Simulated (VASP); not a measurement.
A run of VASP 6.6.1 is set up as follows.

Contents of INCAR:

```
SYSTEM = BN
PREC = Accurate
ENCUT = 520
EDIFF = 1E-6
ISMEAR = -1
SIGMA = 0.02
LREAL = .FALSE.
LASPH = .TRUE.
NELM = 80
ALGO = Normal
ISIF = 2
LWAVE = .FALSE.
LCHARG = .FALSE.
GGA = PE
NBANDS = 11
```

The input KPOINTS:

```
Automatic mesh
0
G
  12 12 12
  0 0 0
```

File POSCAR:

```
BN
1.0
    0.0000000000      1.7326324464      1.7326324464
    1.7326324464      0.0000000000      1.7326324464
    1.7326324464      1.7326324464      0.0000000000
B N
1 1
Direct
    0.0000000000      0.0000000000      0.0000000000
    0.2500000000      0.2500000000      0.2500000000
```

Potentials or basis: VASP PAW PBE potentials, release 64 (B, N).

The run is started by

```bash
$ cat potpaw_PBE.64/B/POTCAR potpaw_PBE.64/N/POTCAR > POTCAR
$ mpirun -np 1 vasp_std > vasp.out
```

Question: What does it give for the pressure?

Answer: 64.8 GPa.

Question: What does it give for the band gap on the k mesh?

Answer: 4.58 eV, indirect (least direct gap 9.43 eV).

Caveat: the cell differs from its parent crystal (strain -4.0%). A k mesh can miss the band edges.
